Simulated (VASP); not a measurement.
# Sr (P6_3/mmc) in VASP: further runs, part 2 of 2

VASP 6.6.1. The steps go on from the part before.

## 3. Single point, PBEsol (strain -0.0150 x Voigt [1, 1, 0, 0, 0, 0])

Contents of INCAR:

```
SYSTEM = Sr
PREC = Accurate
ENCUT = 520
EDIFF = 1E-7
ISMEAR = 0
SIGMA = 0.15
LREAL = .FALSE.
LASPH = .TRUE.
NELM = 60
ALGO = Fast
ISIF = 2
LWAVE = .FALSE.
LCHARG = .FALSE.
GGA = PS
NBANDS = 17
```

Contents of KPOINTS:

```
regular mesh
0
G
  12 12 8
  0 0 0
```

Contents of POSCAR:

```
Sr
1.0
    4.2453502174      0.0000000000      0.0000000000
   -2.1226751087      3.6765811362      0.0000000000
    0.0000000000      0.0000000000      7.0500000000
Sr
2
Direct
    0.3333333333      0.6666666667      0.2500000000
    0.6666666667      0.3333333333      0.7500000000
```

Potentials or basis: VASP PAW PBE potentials, release 64 (Sr_sv).

On the command line:

```
$ cat potpaw_PBE.64/Sr_sv/POTCAR > POTCAR
$ mpirun -np 1 vasp_std > vasp.out
```

OUTCAR:

```text
SYSTEM = Sr
   PREC = Accurate
   ENCUT = 520
   EDIFF = 1E-7
   ISMEAR = 0
   LREAL = .FALSE.
   LASPH = .TRUE.
   NELM = 60
   ISIF = 2
   GGA = PS

 ion  position               nearest neighbor table
   1  0.333  0.667  0.250-   2 4.29   2 4.29   2 4.29   2 4.29   2 4.29   2 4.29
   2  0.667  0.333  0.750-   1 4.29   1 4.29   1 4.29   1 4.29   1 4.29   1 4.29

  LATTYP: Found a hexagonal cell.
 ALAT       =     4.2453502174
 C/A-ratio  =     1.6606403804

  Lattice vectors:

 A1 = (   4.2453502174,   0.0000000000,   0.0000000000)
 A2 = (  -2.1226751087,   3.6765811362,   0.0000000000)
 A3 = (   0.0000000000,   0.0000000000,   7.0500000000)

Analysis of symmetry for initial positions (statically):
=====================================================================
 Subroutine PRICEL returns:
 Original cell was already a primitive cell.

 Routine SETGRP: Setting up the symmetry group for a
 hexagonal supercell.

 Subroutine GETGRP returns: Found 24 space group operations
 (whereof 12 operations were pure point group operations)
 out of a pool of 24 trial point group operations.

[... 160 lines left out ...]
  ext. energy  EPLUGINS =         0.00000000
  ---------------------------------------------------
  free energy    TOTEN  =        -3.67426208 eV

  energy without entropy =       -3.64640394  energy(sigma->0) =       -3.66033301

 E-fermi :   1.5053     XC(G=0):  -7.4303

 val. band max:        1.5045173460   @ k =   0.3333  -0.0000   0.0000
 cond. band min:       1.5063202567   @ k =   0.0000   0.0000   0.0000
 fundamental gap:      0.0018029107
 Fermi energy:         1.5053213815

 k-point     1 :       0.0000    0.0000    0.0000
  band No.  band energies     occupation
      1     -35.0412      2.00000
      2     -35.0283      2.00000
      3     -17.1314      2.00000
      4     -16.9679      2.00000
      5     -16.9679      2.00000
      6     -16.9431      2.00000
[... 457 lines left out ...]
      4     -17.0696      2.00000
      5     -17.0577      2.00000
      6     -17.0017      2.00000
[... 9 lines left out ...]
     16       4.9462      0.00000
     17       5.1906      0.00000

 [... further k-points ...]
[... 5 lines left out ...]
  --------------------------------------------------------------------------------------
  -------------------------------------------------------------------------------------
  Total       -0.3157355     -0.3157355     -0.4940515      0.0000000      0.0000000      0.0000000
  in kB       -4.5971348     -4.5971348     -7.1934292      0.0000000      0.0000000      0.0000000
  external PRESSURE =      -5.4625663 kB  Pullay stress =       0.0000000 kB

 VOLUME and BASIS-vectors are now :
 -----------------------------------------------------------------------------
  energy-cutoff  :      520.00
  volume of cell :      110.04
      direct lattice vectors                 reciprocal lattice vectors
     4.245350217  0.000000000  0.000000000     0.235551827  0.135995911  0.000000000
    -2.122675109  3.676581136  0.000000000     0.000000000  0.271991821  0.000000000
     0.000000000  0.000000000  7.050000000     0.000000000  0.000000000  0.141843972

 POSITION                                       TOTAL-FORCE (eV/Angst)
 -----------------------------------------------------------------------------------
     -0.00000      2.45105      1.76250         0.000000     -0.000000      0.000000
      2.12268      1.22553      5.28750        -0.000000      0.000000      0.000000
 -----------------------------------------------------------------------------------
    total drift:                               -0.000000      0.000000     -0.000000

  FREE ENERGIE OF THE ION-ELECTRON SYSTEM (eV)
  ---------------------------------------------------
  free  energy   TOTEN  =        -3.6742620778 eV

  energy  without entropy=       -3.6464039449  energy(sigma->0) =       -3.66033301
```

OSZICAR:

```text
N       E                     dE             d eps       ncg     rms          rms(c)
DAV:   1     0.102601130025E+03    0.10260E+03   -0.93479E+03  3238   0.985E+02
DAV:   2     0.467582095342E+01   -0.97925E+02   -0.96418E+02  4150   0.226E+02
DAV:   3    -0.348773092824E+01   -0.81636E+01   -0.81365E+01  5963   0.455E+01
DAV:   4    -0.367673601560E+01   -0.18901E+00   -0.18890E+00  4393   0.643E+00
DAV:   5    -0.368028153386E+01   -0.35455E-02   -0.35452E-02  5296   0.718E-01    0.167E+01
RMM:   6    -0.367621056705E+01    0.40710E-02   -0.11593E-02  3458   0.116E+00    0.944E+00
RMM:   7    -0.367371065281E+01    0.24999E-02   -0.23643E-02  3657   0.168E+00    0.378E-01
RMM:   8    -0.367405435724E+01   -0.34370E-03   -0.66437E-03  4292   0.465E-01    0.934E-02
RMM:   9    -0.367420167617E+01   -0.14732E-03   -0.12274E-03  5292   0.138E-01    0.957E-02
RMM:  10    -0.367424732585E+01   -0.45650E-04   -0.36992E-04  5053   0.794E-02    0.136E-01
RMM:  11    -0.367425797483E+01   -0.10649E-04   -0.10387E-04  5286   0.377E-02    0.204E-02
RMM:  12    -0.367426004211E+01   -0.20673E-05   -0.29269E-05  5555   0.146E-02    0.623E-03
RMM:  13    -0.367426145059E+01   -0.14085E-05   -0.91837E-06  5341   0.104E-02    0.228E-03
RMM:  14    -0.367426173975E+01   -0.28915E-06   -0.37934E-06  4894   0.523E-03    0.192E-03
RMM:  15    -0.367426198995E+01   -0.25020E-06   -0.13161E-06  4375   0.335E-03    0.192E-03
RMM:  16    -0.367426207784E+01   -0.87892E-07   -0.61007E-07  3811   0.218E-03
   1 F= -.36742621E+01 E0= -.36603330E+01  d E =-.278581E-01
```

stdout:

```text
POSCAR found type information on POSCAR Sr
 POSCAR found :  1 types and       2 ions
 scaLAPACK will be used
[... 21 lines left out ...]
 num prob  num prob WARNING in EDDRMM: call to ZHEGV failed, returncode =   6  3     13
 num prob  num prob  num prob  num prob  num prob  num prob  num prob  num prob  num prob RMM:  15    -0.367426198995E+01   -0.25020E-06   -0.13161E-06  4375   0.335E-03    0.192E-03
 num prob  num prob  num prob  num prob  num prob WARNING in EDDRMM: call to ZHEGV failed, returncode =   8  4     15
 num prob  num prob  num prob  num prob  num prob  num prob  num prob  num prob  num prob  num prob WARNING in EDDRMM: call to ZHEGV failed, returncode =   8  4     15
 num prob  num prob  num prob  num prob  num prob RMM:  16    -0.367426207784E+01   -0.87892E-07   -0.61007E-07  3811   0.218E-03
```

It took 5.2 min on 1 thread of Intel Xeon 8259CL, shared host; peak memory 0.32 GiB.

Results:

* Free energy: -3.6743 eV
* Pressure: -0.5 GPa
* Band gap on the k mesh: zero (bands 10 and 11 overlap by 0.25 eV)

Caveat: the cell differs from its parent crystal (strain -0.0150 x Voigt [1, 1, 0, 0, 0, 0]); the PAW data sets were made with another functional, which shifts forces and pressure a little.

## 4. Single point, PBEsol (strain +0.0150 x Voigt [1, 1, 0, 0, 0, 0])

Contents of INCAR:

```
  PREC = Accurate
  ENCUT = 520
  EDIFF = 1E-6
  ISMEAR = 0
  SIGMA = 0.15
  LREAL = False
  LASPH = True
  NELM = 100
  ALGO = Fast
  ISIF = 2
  LWAVE = False
  LCHARG = False
  GGA = PS
  NBANDS = 17
```

Contents of KPOINTS:

```
Automatic mesh
0
Gamma
  12 12 8
```

Contents of POSCAR:

```
Sr
1.0
    4.3746502240      0.0000000000      0.0000000000
   -2.1873251120      3.7885582266      0.0000000000
    0.0000000000      0.0000000000      7.0500000000
Sr
2
Direct
    0.3333333333      0.6666666667      0.2500000000
    0.6666666667      0.3333333333      0.7500000000
```

On the command line:

```
$ cat potpaw_PBE.64/Sr_sv/POTCAR > POTCAR
$ mpirun -np 1 vasp_std > vasp.out
```

Wall time 6.4 min (1 thread of Intel Xeon 8259CL, shared host); peak memory 0.35 GiB.

It converged, with:

- Free energy: -3.6382 eV
- Pressure: -1.1 GPa
- Band gap on the k mesh: zero (bands 10 and 11 overlap by 0.34 eV)

Stress tensor (GPa, compression positive):
```
-1.20  0.00  0.00
 0.00 -1.20  0.00
 0.00  0.00 -0.92
```

Levels at points of the mesh, in eV from the Fermi level:
```csv
k point,band 6,band 7,band 8,band 9,band 10,band 11,band 12,band 13,band 14,band 15
"(0.00, 0.00, 0.00)",-18.59,-18.59,-18.58,-3.59,-1.10,0.03,2.19,2.19,2.28,2.59
"(0.50, 0.00, 0.00)",-18.65,-18.63,-18.61,-1.16,-0.59,0.11,0.23,1.25,1.81,2.07
"(0.00, 0.00, 0.50)",-18.60,-18.60,-18.60,-2.67,-2.67,1.27,1.27,2.18,2.18,2.18
"(0.50, 0.00, 0.50)",-18.63,-18.63,-18.63,-0.80,-0.80,0.17,0.17,1.30,1.30,2.81
```

Caveat: the cell differs from its parent crystal (strain +0.0150 x Voigt [1, 1, 0, 0, 0, 0]); the PAW data sets were made with another functional, which shifts forces and pressure a little.

## 5. Single point, PBEsol (strain +0.0300 x Voigt [1, 1, 0, 0, 0, 0])

Contents of INCAR:

```
SYSTEM = Sr
PREC = Accurate ; ENCUT = 520
EDIFF = 1E-6 ; ISMEAR = 0
SIGMA = 0.15 ; LREAL = .False.
LASPH = .True. ; NELM = 60
ALGO = Fast ; ISIF = 2
LWAVE = .False. ; LCHARG = .False.
GGA = PS ; NBANDS = 17
```

Contents of KPOINTS:

```
Automatic mesh
0
Gamma
  12 12 8
  0 0 0
```

Contents of POSCAR:

```
Sr
1.0
    4.4393002273      0.0000000000      0.0000000000
   -2.2196501137      3.8445467718      0.0000000000
    0.0000000000      0.0000000000      7.0500000000
Sr
2
Direct
    0.3333333333      0.6666666667      0.2500000000
    0.6666666667      0.3333333333      0.7500000000
```

On the command line:

```
$ cat potpaw_PBE.64/Sr_sv/POTCAR > POTCAR
$ mpirun -np 1 vasp_std > vasp.out
```

Run time: 6.4 min. Hardware: 1 thread of Intel Xeon 8259CL, shared host; peak memory 0.35 GiB.

The run converged. Its results:

- Free energy: -3.6088 eV
- Pressure: -1.3 GPa
- Band gap on the k mesh: zero (bands 10 and 11 overlap by 0.33 eV)

Stress tensor (GPa, compression positive):
```
-1.50  0.00  0.00
 0.00 -1.50  0.00
 0.00  0.00 -1.01
```

Levels at points of the mesh, in eV from the Fermi level:
```tsv
k point	band 7	band 8	band 9	band 10	band 11	band 12	band 13	band 14
(0.00, 0.00, 0.00)	-18.65	-18.65	-3.54	-1.04	0.05	2.14	2.14	2.31
(0.50, 0.00, 0.00)	-18.69	-18.67	-1.18	-0.61	0.14	0.24	1.25	1.81
(0.00, 0.00, 0.50)	-18.67	-18.67	-2.63	-2.63	1.30	1.30	2.12	2.12
(0.50, 0.00, 0.50)	-18.69	-18.69	-0.79	-0.79	0.13	0.13	1.31	1.31
```

Caveat: the cell differs from its parent crystal (strain +0.0300 x Voigt [1, 1, 0, 0, 0, 0]); the PAW data sets were made with another functional, which shifts forces and pressure a little.

## 6. Single point, PBEsol (strain +0.0450 x Voigt [1, 1, 0, 0, 0, 0])

Contents of INCAR:

```
SYSTEM = Sr
PREC     = Accurate       ! precision mode
ENCUT    = 520            ! plane-wave cutoff, eV
EDIFF    = 1E-6           ! SCF threshold, eV
ISMEAR   = 0              ! smearing method
SIGMA    = 0.15           ! smearing width, eV
LREAL    = .False.        ! projectors in reciprocal space
LASPH    = .True.         ! aspherical terms in the spheres
NELM     = 100            ! most SCF steps
ALGO     = Fast           ! electronic algorithm
ISIF     = 2              ! what is computed and relaxed
LWAVE    = .False.        ! write WAVECAR
LCHARG   = .True.         ! write CHGCAR
GGA      = PS             ! functional
LELF     = .True.         ! ELF
LVHAR    = .True.       
NBANDS   = 17             ! bands
```

Contents of KPOINTS:

```
regular mesh
0
Gamma
  12 12 8
  0 0 0
```

Contents of POSCAR:

```
Sr
1.0
    4.5039502306      0.0000000000      0.0000000000
   -2.2519751153      3.9005353171      0.0000000000
    0.0000000000      0.0000000000      7.0500000000
Sr
2
Direct
    0.3333333333      0.6666666667      0.2500000000
    0.6666666667      0.3333333333      0.7500000000
```

Potentials or basis: VASP PAW PBE potentials, release 64 (Sr_sv).

On the command line:

```
$ cat potpaw_PBE.64/Sr_sv/POTCAR > POTCAR
$ mpirun -np 1 vasp_std > vasp.out
```

Run time: 5.8 min. Hardware: 1 thread of Intel Xeon 8259CL, shared host; peak memory 0.35 GiB.

The run converged. Its results:

```yaml
Free_energy: -3.5730 eV
Pressure: -1.5 GPa
Band_gap_on_the_k_mesh: zero (bands 10 and 11 overlap by 0.33 eV)
```

Stress tensor (GPa, compression positive):
```
-1.75  0.00  0.00
 0.00 -1.75  0.00
 0.00  0.00 -1.11
```

Levels at points of the mesh, in eV from the Fermi level:
```
           k point  band 8  band 9  band 10  band 11  band 12  band 13
(0.00, 0.00, 0.00)  -18.71   -3.50    -0.98     0.08     2.10     2.10
(0.50, 0.00, 0.00)  -18.73   -1.20    -0.63     0.17     0.24     1.25
(0.00, 0.00, 0.50)  -18.73   -2.59    -2.59     1.34     1.34     2.06
(0.50, 0.00, 0.50)  -18.75   -0.78    -0.78     0.10     0.10     1.32
```

Caveat: the cell differs from its parent crystal (strain +0.0450 x Voigt [1, 1, 0, 0, 0, 0]); the PAW data sets were made with another functional, which shifts forces and pressure a little.

## 7. Overview

| cell | further INCAR settings | gap on the mesh (eV) | pressure (GPa) |
| --- | --- | --- | --- |
| a = 4.181, b = 4.181, c = 7.050 Å, angles 90.0, 90.0, 120.0°, 2 atoms | ALGO = Fast; EDIFF = 1e-06; NBANDS = 17 | none | -0.2 |
| a = 4.245, b = 4.245, c = 7.050 Å, angles 90.0, 90.0, 120.0°, 2 atoms | ALGO = Fast; EDIFF = 1e-07; NBANDS = 17 | none | -0.5 |
| a = 4.375, b = 4.375, c = 7.050 Å, angles 90.0, 90.0, 120.0°, 2 atoms | ALGO = Fast; EDIFF = 1e-06; NBANDS = 17 | none | -1.1 |
| a = 4.439, b = 4.439, c = 7.050 Å, angles 90.0, 90.0, 120.0°, 2 atoms | ALGO = Fast; EDIFF = 1e-06; NBANDS = 17 | none | -1.3 |
| a = 4.504, b = 4.504, c = 7.050 Å, angles 90.0, 90.0, 120.0°, 2 atoms | ALGO = Fast; EDIFF = 1e-06; NBANDS = 17 | none | -1.5 |

Alike in all rows: task single point; level PBEsol; potentials or basis VASP PAW PBE potentials, release 64 (Sr_sv); no spin polarisation; k mesh 12 × 12 × 8; cutoff (eV) 520; smearing gaussian 0.15 eV.

Caveats: the PAW data sets were made with another functional, which shifts forces and pressure a little.

Absolute energies hang on the potentials; compare differences alone.

The gap in the log of VASP goes by the Fermi energy; the results here count the filled bands.